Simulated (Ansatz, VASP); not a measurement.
One calculation of Pt, two programs

Contents of INCAR:

```
SYSTEM = Pt
  PREC = Accurate
  ENCUT = 520
  EDIFF = 1E-6
  ISMEAR = -1
  SIGMA = 0.2
  LREAL = .FALSE.
  LASPH = .TRUE.
  NELM = 80
  ALGO = Normal
  ISIF = 2
  LWAVE = .FALSE.
  LCHARG = .FALSE.
  GGA = CA
  NBANDS = 11
```

The input KPOINTS:

```
Automatic mesh
0
G
  14 14 14
  0 0 0
```

Contents of POSCAR:

```
Pt
1.0
    0.0000000000      1.9474302061      1.9474302061
    1.9474302061      0.0000000000      1.9474302061
    1.9474302061      1.9474302061      0.0000000000
Pt
1
Direct
    0.0000000000      0.0000000000      0.0000000000
```

Input for Ansatz:

```yaml
crystal:
  lattice:
    - [0.0, 1.9474302061, 1.9474302061]
    - [1.9474302061, 0.0, 1.9474302061]
    - [1.9474302061, 1.9474302061, 0.0]
  atoms:
    - { symbol: Pt, position: [0.0, 0.0, 0.0] }
hamiltonian:
  xc: lda
  pseudopotentials:
    kind: paw
    azcp:
      Pt: "pseudopotentials/Pt.paw.azcp"
basis:
  ecutwfc: 420
  fft_grid_basis: typed
kpoints:
  mp_grid: { grid: [14, 14, 14], shift: [0, 0, 0] }
magnetization:
  spin_polarized: false
scf:
  occupations: { method: fermi_dirac, width: 0.2 }
  lower_state_search: "off"
output:
  stress: true
```

Alike in both runs: task single point; functional LDA; k mesh 14 × 14 × 14; occupations fermi-dirac, width 0.2 eV; no spin polarisation.

|  | VASP | Ansatz |
| --- | --- | --- |
| version | VASP 6.6.1 | Ansatz 0.2.0 |
| potentials or method | VASP PAW LDA potentials, release 64 (Pt), cutoff 520 eV | plane waves (420 eV) with PAW, scalar-relativistic |
| valence electrons in the cell | 10 | 18 |

|  | VASP | Ansatz | Ansatz less VASP |
| --- | --- | --- | --- |
| pressure (GPa) | 1.7 | 0.9 | -0.76 |

Ansatz warns that its potentials were made for another functional, while VASP's fit it. LDA's correlation is that of Perdew and Zunger in VASP and of Perdew and Wang (1992) in Ansatz. VASP's potentials hold 10 valence electrons a cell and Ansatz's 18, so a difference there can come from the potentials and not from the codes.

Neither program's run includes spin-orbit coupling.
